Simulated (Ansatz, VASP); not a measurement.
TaN: VASP beside Ansatz

```
Ta N
1.0
     3.03370    0.00000    0.00000
    -1.51685    2.62726    0.00000
     0.00000    0.00000    2.79900
Ta N
1 1
Cartesian
  0.0000 1.7515 1.3995
  0.0000 0.0000 0.0000
```

Alike in both runs: task single point; functional PBEsol; k mesh 18 × 18 × 16; occupations gaussian, width 0.15 eV; no spin polarisation.

|  | VASP | Ansatz |
| --- | --- | --- |
| version | VASP 6.6.1 | Ansatz 0.2.0 |
| potentials or method | VASP PAW PBE potentials, release 64 (Ta_pv, N), cutoff 520 eV | scalar-relativistic, plane waves, PAW |
| valence electrons in the cell | 16 | 18 |

```tsv
	VASP	Ansatz	Ansatz less VASP
gap on the k mesh at the Fermi level (eV)	none	none	-
pressure (GPa)	-12.8	-13.5	-0.67
traceless stress, the component that is largest in VASP (GPa)	24.13	24.00	-0.127
```

VASP's potentials were made for PBE, not for PBEsol. A gap of «none» marks a metal or a gap that the smearing closes. With one functional, cell and mesh, what is left measures potentials, basis and numerics. VASP's potentials hold 16 valence electrons a cell and Ansatz's 18, so a difference there can come from the potentials and not from the codes.

Spin-orbit coupling is off throughout.
